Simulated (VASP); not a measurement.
Input of a VASP 6.6.1 run:

File INCAR:

```
PREC = Accurate
ENCUT = 520
EDIFF = 1E-6
ISMEAR = 0
SIGMA = 0.1
LREAL = False
LASPH = True
NELM = 100
ALGO = Normal
ISIF = 2
LWAVE = False
LCHARG = True
GGA = PE
LELF = True
LVHAR = True
NBANDS = 14
```

File KPOINTS:

```
regular mesh
0
Gamma
  18 18 12
```

Contents of POSCAR:

```
InH2
1.0
    3.4675417830      0.0000000000      0.0000000000
   -1.7337708915      3.0029792728      0.0000000000
    0.0000000000      0.0000000000      4.0293049499
In H
1 2
Direct
    0.0000000000      0.0000000000      0.0000000000
    0.3333333333      0.6666666667      0.2196092997
    0.6666666667      0.3333333333      0.7803907003
```

Potentials or basis: VASP PAW PBE potentials, release 64 (In_d, H).

Launch:

```bash
$ cat potpaw_PBE.64/In_d/POTCAR potpaw_PBE.64/H/POTCAR > POTCAR
$ mpirun -np 1 vasp_std > vasp.out
```

(1) Predict the pressure.

(2) Estimate the band gap on the k mesh.

Results:

(1) -0.1 GPa.

(2) zero (an odd number of electrons rules out a gap without spin polarisation).

Caveat: spin-orbit coupling is left out, which moves the levels of the heavy elements; an odd number of electrons without spin polarisation forces a metal; a magnetic or distorted state may lie lower.
